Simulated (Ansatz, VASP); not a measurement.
SiO2: VASP beside Ansatz

The input INCAR:

```
SYSTEM = SiO2
ALGO = Normal
EDIFF = 1E-6
ENCUT = 520
ISIF = 2
ISMEAR = 0
LASPH = .TRUE.
LCHARG = .FALSE.
LREAL = .FALSE.
LWAVE = .FALSE.
NBANDS = 25
NELM = 100
PREC = Accurate
SIGMA = 0.05
```

File KPOINTS:

```
k-points
0
G
  6 6 8
  0 0 0
```

Contents of POSCAR:

```
SiO2
1.0
    4.1801000000      0.0000000000      0.0000000000
    0.0000000000      4.1801000000      0.0000000000
    0.0000000000      0.0000000000      2.9168000000
Si O
2 4
Direct
    0.5000000000      0.5000000000      0.5000000000
    0.0000000000      0.0000000000      0.0000000000
    0.6944252994      0.6944252994      0.0000000000
    0.1944252994      0.8055747006      0.5000000000
    0.3055747006      0.3055747006      0.0000000000
    0.8055747006      0.1944252994      0.5000000000
```

Input for Ansatz:

```yaml
crystal:
  lattice:
    - [4.1801, 0.0, 0.0]
    - [0.0, 4.1801, 0.0]
    - [0.0, 0.0, 2.9168]
  atoms:
    - { symbol: Si, position: [0.5, 0.5, 0.5] }
    - { symbol: Si, position: [0.0, 0.0, 0.0] }
    - { symbol: O, position: [0.6944252994, 0.6944252994, 0.0] }
    - { symbol: O, position: [0.1944252994, 0.8055747006, 0.5] }
    - { symbol: O, position: [0.3055747006, 0.3055747006, 0.0] }
    - { symbol: O, position: [0.8055747006, 0.1944252994, 0.5] }
basis:
  ecutwfc: 520.0
kpoints:
  mp_grid: { grid: [6, 6, 8] }
hamiltonian:
  xc: lda
  pseudopotentials: { kind: paw, azcp: { folder: soft_1 } }
scf:
  occupations: { method: gaussian, width: 0.05 }
output:
  forces: true
  stress: true
  eigenvalues: true
```

Alike in both runs: task single point; functional LDA; k mesh 6 × 6 × 8; occupations gaussian, width 0.05 eV; no spin polarisation.

|  | VASP | Ansatz |
| --- | --- | --- |
| version | VASP 6.6.1 | Ansatz 0.2.0 |
| potentials or method | VASP PAW LDA potentials, release 64 (Si, O), cutoff 520 eV | scalar-relativistic, plane waves, PAW |
| valence electrons in the cell | 32 | 32 |

Ansatz gave:

* gap on the k mesh at the Fermi level (eV): 3.72
* least direct gap on the mesh (eV): 3.72
* rms of the force components (eV/Å): 0.073

Question: Which values does VASP return?

Answer: gap on the k mesh at the Fermi level (eV): 3.72; least direct gap on the mesh (eV): 3.72; rms of the force components (eV/Å): 0.072.

Ansatz warns that its potentials were made for another functional, while VASP's fit it. LDA's correlation is that of Perdew and Zunger in VASP and of Perdew and Wang (1992) in Ansatz. Atom by atom the forces differ by 0.000 eV/Å (rms over components).
